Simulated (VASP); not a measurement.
Runs of VASP 6.6.1 on InAs. The structure is that of space group I-4m2 (No. 119), or close to it. The cells are those of the table. 

| cell | gap on the mesh (eV) | pressure (GPa) |
| --- | --- | --- |
| a = 4.400, b = 4.400, c = 4.185 Å, angles 61.6, 61.6, 56.8°, 2 atoms | none | -0.2 |
| a = 4.209, b = 4.209, c = 4.694 Å, angles 56.1, 56.1, 67.8°, 2 atoms | (a) | -1.3 |
| a = 4.200, b = 4.200, c = 4.850 Å, angles 54.7, 54.7, 70.5°, 2 atoms | none | -2.3 |
| a = 4.591, b = 4.591, c = 3.959 Å, angles 64.5, 64.5, 51.1°, 2 atoms | none | -0.8 |
| a = 4.491, b = 4.491, c = 4.066 Å, angles 63.1, 63.1, 53.8°, 2 atoms | none | -0.5 |
| a = 4.714, b = 4.714, c = 3.849 Å, angles 65.9, 65.9, 48.2°, 2 atoms | none | -1.0 |
| a = 4.233, b = 4.233, c = 4.561 Å, angles 57.4, 57.4, 65.2°, 2 atoms | (b) | -0.5 |
| a = 4.268, b = 4.268, c = 4.442 Å, angles 58.6, 58.6, 62.7°, 2 atoms | 0.19 | -0.2 |

Alike in all rows: task single point; level r2SCAN; potentials or basis VASP PAW PBE potentials, release 64 (In_d, As); no spin polarisation; k mesh 10 × 10 × 10; cutoff (eV) 520; smearing gaussian 0.03 eV.

Problem. Estimate the missing entries.

Solution. (a) 0.27; (b) 0.30.

Caveats: semilocal functionals underestimate gaps, and a narrow one can read as zero; the PAW data sets were made with another functional, which shifts forces and pressure a little; spin-orbit coupling is left out, which moves the levels of the heavy elements; the stress differs along the axes, from -3 to 3 GPa (at least some runs); the stress differs along the axes, from -5 to 2 GPa (at least some runs); the stress differs along the axes, from -10 to 4 GPa (at least some runs); the stress differs along the axes, from -7 to 3 GPa (at least some runs).

A k mesh can miss the band edges, and the runs leave out spin-orbit coupling on As, In.

A gap of «none» marks levels without a gap at the run's occupations.
